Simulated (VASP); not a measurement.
The system is PbS.

```
CELL_PARAMETERS angstrom
4.16991 0.00000 0.00000
-2.08495 3.61125 0.00000
0.00000 0.00000 3.86246
ATOMIC_POSITIONS crystal
Pb 0.00000 0.00000 0.00000
S 0.66667 0.33333 0.50000
```

This cell differs from its parent crystal: volume scaled by 1.06.

Base run:

* Program: VASP 6.6.1
* Functional: PBEsol
* Potentials or basis: VASP PAW PBE potentials, release 64 (Pb_d, S)
* Cutoff: 520 eV
* k mesh: 8 × 8 × 7
* Occupations: fermi-dirac, width 0.05 eV
* Spin: no spin polarisation

Its results: band gap on the k mesh 0.35 eV, indirect (least direct gap 1.56 eV); pressure -5.1 GPa.

The run is repeated on the same cell with these changes: functional from PBEsol to LDA; potentials or basis from VASP PAW PBE potentials, release 64 (Pb_d, S) to VASP PAW LDA potentials, release 64 (Pb_d, S). What comes out?

Band gap on the k mesh 0.29 eV, indirect (least direct gap 1.52 eV); pressure -6.5 GPa.

Caveats: spin-orbit coupling is left out, which moves the levels of the heavy elements; the PAW data sets were made with another functional, which shifts forces and pressure a little (some runs).

A k mesh can miss the band edges.
